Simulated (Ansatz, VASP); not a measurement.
**One calculation of Na, two programs**

INCAR

```
SYSTEM = Na
PREC     = Accurate       ! precision mode
ENCUT    = 520            ! plane-wave cutoff, eV
EDIFF    = 1E-8           ! SCF threshold, eV
ISMEAR   = -1             ! smearing method
SIGMA    = 0.05           ! smearing width, eV
LREAL    = .FALSE.        ! projectors in reciprocal space
LASPH    = .TRUE.         ! aspherical terms in the spheres
NELM     = 80             ! most SCF steps
ALGO     = Normal         ! electronic algorithm
ISIF     = 2              ! what is computed and relaxed
LWAVE    = .FALSE.        ! write WAVECAR
LCHARG   = .FALSE.        ! write CHGCAR
GGA      = PS             ! functional
LEFG     = .TRUE.       
NBANDS   = 10             ! bands
```

Contents of KPOINTS:

```
regular mesh
0
G
  12 12 12
  0 0 0
```

The input POSCAR:

```
Na
1.0
   -2.1175000000      2.1175000000      2.1386750000
    2.1175000000     -2.1175000000      2.1386750000
    2.1175000000      2.1175000000     -2.1386750000
Na
1
Direct
    0.0000000000      0.0000000000      0.0000000000
```

Input for Ansatz:

```yaml
crystal:
  lattice:
    - [-2.1175, 2.1175, 2.138675]
    - [2.1175, -2.1175, 2.138675]
    - [2.1175, 2.1175, -2.138675]
  atoms:
    - { symbol: Na, position: [0.0, 0.0, 0.0] }
kpoints:
  mp_grid: { grid: [12, 12, 12] }
scf:
  occupations: { method: fermi_dirac, width: 0.05 }
hamiltonian:
  xc: pbesol
  pseudopotentials: { kind: paw }
output:
  forces: true
  stress: true
  eigenvalues: true
  efg: { contact_densities: true }
  write_density: true
  write_potential: true
  elf: true
  volumetric_format: npy
```

Change from the starting cell: zz strain of +1 %, PAW files.

Alike in both runs: task electric field gradients; functional PBEsol; k mesh 12 × 12 × 12; occupations fermi-dirac, width 0.05 eV; no spin polarisation.

|  | VASP | Ansatz |
| --- | --- | --- |
| version | VASP 6.6.1 | Ansatz 0.2.0 |
| potentials or method | VASP PAW PBE potentials, release 64 (Na_pv) | PAW with Ansatz's default frozen-core files, scalar-relativistic |
| plane-wave cutoff (eV) | 520 | 420 |
| valence electrons in the cell | 7 | 9 |

```csv
,VASP,Ansatz,Ansatz less VASP
pressure (GPa),-0.4,-0.4,0.00
```

VASP's potentials were made for PBE, not for PBEsol. With one functional, cell and mesh, what is left measures potentials, basis and numerics. VASP's potentials hold 7 valence electrons a cell and Ansatz's 9, so a difference there can come from the potentials and not from the codes.
